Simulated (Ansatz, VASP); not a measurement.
## One calculation of AlCo3, two programs

Contents of INCAR:

```
PREC     = Accurate       # precision mode
ENCUT    = 520            # plane-wave cutoff, eV
EDIFF    = 1E-6           # SCF threshold, eV
ISMEAR   = 0              # smearing method
SIGMA    = 0.1            # smearing width, eV
LREAL    = False          # projectors in reciprocal space
LASPH    = True           # aspherical terms in the spheres
NELM     = 150            # most SCF steps
ALGO     = Fast           # electronic algorithm
ISIF     = 2              # what is computed and relaxed
LWAVE    = False          # write WAVECAR
LCHARG   = False          # write CHGCAR
ISPIN    = 2              # spin polarisation
MAGMOM   = 0 1.48 1.48 1.48 # initial moments
LORBIT   = 11             # projections on sites
LMAXMIX  = 4              # l up to which the mixer works
GGA      = PS             # functional
NBANDS   = 27             # bands
```

KPOINTS

```
Automatic mesh
0
Gamma
  12 12 12
```

The input POSCAR:

```
AlCo3
1.0
    3.5749480000      0.0000000000      0.0000000000
    0.0000000000      3.5749480000      0.0000000000
    0.0000000000      0.0000000000      3.5749480000
Al Co
1 3
Direct
    0.0000000000      0.0000000000      0.0000000000
    0.5000000000      0.5000000000      0.0000000000
    0.5000000000      0.0000000000      0.5000000000
    0.0000000000      0.5000000000      0.5000000000
```

Input for Ansatz:

```yaml
crystal:
  lattice:
    - [3.574948, 0.0, 0.0]
    - [0.0, 3.574948, 0.0]
    - [0.0, 0.0, 3.574948]
  atoms:
    - { symbol: Al, position: [0.0, 0.0, 0.0] }
    - { symbol: Co, position: [0.5, 0.5, 0.0], spin: 1.48 }
    - { symbol: Co, position: [0.5, 0.0, 0.5], spin: 1.48 }
    - { symbol: Co, position: [0.0, 0.5, 0.5], spin: 1.48 }
basis:
  ecutwfc: 460
kpoints:
  mp_grid: { grid: [12, 12, 12] }
hamiltonian:
  xc: pbesol
scf:
  occupations: { method: gaussian, width: 0.1 }
output:
  forces: true
  stress: true
  eigenvalues: true
  populations: true
magnetization:
  spin_polarized: true
```

Alike in both runs: task single point; functional PBEsol; k mesh 12 × 12 × 12; occupations gaussian, width 0.1 eV; collinear spin.

```csv
,VASP,Ansatz
version,VASP 6.6.1,Ansatz 0.2.0
potentials or method,"VASP PAW PBE potentials, release 64 (Al, Co), cutoff 520 eV","scalar-relativistic, plane waves, PAW"
valence electrons in the cell,30,54
```

|  | VASP | Ansatz | Ansatz less VASP |
| --- | --- | --- | --- |
| gap on the k mesh at the Fermi level (eV) | none | none | - |
| pressure (GPa) | -7.7 | -7.4 | +0.34 |
| net moment per atom (μB) | 0.96 | 0.97 | +0.005 |
| size of the moment on the site where the two differ most (μB) | 1.32 | 1.35 | +0.027 |

VASP's potentials were made for PBE, not for PBEsol. Site moments also hang on the region over which each program counts them. A gap of «none» marks a metal or a gap that the smearing closes. The functional is the same, so the differences come from potentials, cutoffs and numerics. VASP's potentials hold 30 valence electrons a cell and Ansatz's 54, so a difference there can come from the potentials and not from the codes.
